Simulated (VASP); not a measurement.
Set up this calculation in VASP 6.6.1, as the native input.

```yaml
Task: single point
Functional: LDA
Potentials_or_basis: VASP PAW LDA potentials, release 64 (Mg, O)
Cutoff: 600 eV
k_mesh: 10 × 10 × 10
Occupations: gaussian, width 0.02 eV
Spin: no spin polarisation
Dipole_correction: no
Further_INCAR_settings: ALGO = Normal; EDIFF = 1e-06; NBANDS = 11
```

The structure of MgO (lda) lies in POSCAR:

```
MgO
1.0
    0.0000000000      2.0062900511      2.0062900511
    2.0062900511      0.0000000000      2.0062900511
    2.0062900511      2.0062900511      0.0000000000
Mg O
1 1
Direct
    0.0000000000      0.0000000000      0.0000000000
    0.5000000000      0.5000000000      0.5000000000
```

The input as run:

INCAR

```
SYSTEM = MgO
PREC = Accurate ; ENCUT = 600
EDIFF = 1E-6 ; ISMEAR = 0
SIGMA = 0.02 ; LREAL = .FALSE.
LASPH = .TRUE. ; NELM = 120
ALGO = Normal ; ISIF = 2
LWAVE = .FALSE. ; LCHARG = .FALSE.
NBANDS = 11 ; GGA_COMPAT = .FALSE.
```

KPOINTS

```
regular mesh
0
G
  10 10 10
  0 0 0
```

Potentials or basis: VASP PAW LDA potentials, release 64 (Mg, O).

Command:

```console
$ cat potpaw_LDA.64/Mg/POTCAR potpaw_LDA.64/O/POTCAR > POTCAR
$ mpirun -np 1 vasp_std > vasp.out
```

It gave:

```yaml
Pressure: 21.2 GPa
Band_gap_on_the_k_mesh: 6.21 eV, direct
```

Run time: 3.2 s on 1 thread of Intel(R) Xeon(R) 6975P-C (Granite Rapids), on a shared host, peak memory 0.13 GiB.
